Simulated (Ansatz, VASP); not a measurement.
# Two plane-wave programs on SiC

```xyz
2
Lattice="0.0000 2.1740 2.1740 2.1740 0.0000 2.1740 2.1740 2.1740 0.0000" Properties=species:S:1:pos:R:3 pbc="T T T"
Si    0.0000    0.0000    0.0000
C     3.2610    3.2610    3.4485
```

Change from the starting cell: all C atoms moved +0.188 Å, as atom 2 along Cartesian [0 0 1].

Alike in both runs: task single point; functional PBE; k mesh 12 × 12 × 12; occupations gaussian, width 0.05 eV; no spin polarisation.

|  | VASP | Ansatz |
| --- | --- | --- |
| version | VASP 6.6.1 | Ansatz 0.2.0 |
| potentials or method | VASP PAW PBE potentials, release 64 (Si, C), cutoff 520 eV | scalar-relativistic, plane waves, PAW |
| valence electrons in the cell | 8 | 8 |

|  | VASP | Ansatz | Ansatz less VASP |
| --- | --- | --- | --- |
| gap on the k mesh at the Fermi level (eV) | 0.50 | 0.51 | +0.004 |
| least direct gap on the mesh (eV) | 4.11 | 4.11 | +0.002 |
| pressure (GPa) | 8.9 | 9.0 | +0.09 |
| traceless stress, the component that is largest in VASP (GPa) | 13.17 | 13.19 | +0.023 |
| rms of the force components (eV/Å) | 2.018 | 2.018 | +0.0005 |

Atom by atom the forces differ by 0.000 eV/Å (rms over components).
